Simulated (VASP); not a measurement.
**Ta6H: relaxation of the atoms with PBE**

System: Ta6H, a slab with vacuum.

```
Ta H
1.0
     4.69373    0.00000    0.00000
    -2.34686    4.06489    0.00000
     0.00000    0.00000   19.98819
Ta H
6 1
Direct
  0.66667 0.33333 0.20012
  0.33333 0.66667 0.24805
  0.00000 0.00000 0.29599
  0.66667 0.33333 0.34018
  0.33333 0.66667 0.38197
  0.00000 0.00000 0.42466
  0.44444 0.88889 0.46404
```

```yaml
Program: VASP 6.6.1
Task: relaxation of the atoms
Functional: PBE
Potentials_or_basis: VASP PAW PBE potentials, release 64 (Ta_pv, H)
Cutoff: 520 eV
k_mesh: 6 × 6 × 1
Occupations: gaussian, width 0.1 eV
Spin: no spin polarisation
Dipole_correction: yes
Atoms_held_fixed_from_0: "[0, 1, 2, 3, 4, 5]"
Further_INCAR_settings: ALGO = Fast; EDIFF = 1e-06; IBRION = 2; EDIFFG = -0.025; NSW = 36
Atoms_held_along_some_axes_from_0: atom 6 along a and b
```

```
Energy gained by relaxing : 0.2 meV/atom
Ionic steps               : 3
Band gap on the k mesh    : zero (an odd number of electrons rules out a gap without spin polarisation)
```

Step by step:
| step | energy change (eV) | largest force on free atoms (eV/Å) | pressure (GPa) |
| --- | --- | --- | --- |
| 1 | 0.0000 | 0.1494 | -1.59 |
| 2 | -0.0009 | 0.1010 | -1.60 |
| 3 | -0.0017 | 0.0035 | -1.63 |

Final structure:
```
Ta H
1.0
     4.69373    0.00000    0.00000
    -2.34686    4.06489    0.00000
     0.00000    0.00000   19.98819
Ta H
6 1
Direct
  0.66667 0.33333 0.20012
  0.33333 0.66667 0.24805
  0.00000 0.00000 0.29599
  0.66667 0.33333 0.34018
  0.33333 0.66667 0.38197
  0.00000 0.00000 0.42466
  0.44444 0.88889 0.46516
```

Levels at points of the mesh, in eV from the Fermi level:
| k point | band 31 | band 32 | band 33 | band 34 | band 35 | band 36 |
| --- | --- | --- | --- | --- | --- | --- |
| (0.00, 0.00, 0.00) | -0.87 | -0.49 | -0.36 | -0.19 | 0.16 | 0.29 |
| (0.50, 0.00, 0.00) | -0.86 | -0.74 | -0.24 | 0.01 | 0.22 | 0.67 |
| (0.00, 0.50, 0.00) | -0.87 | -0.67 | -0.24 | 0.14 | 0.26 | 0.78 |

Wall time 8.7 min on 1 thread of Oxide Virtual Turin-like Processor, with other jobs on the host, peak memory 0.51 GiB.

Caveat: spin-orbit coupling is left out, which moves the levels of the heavy elements.
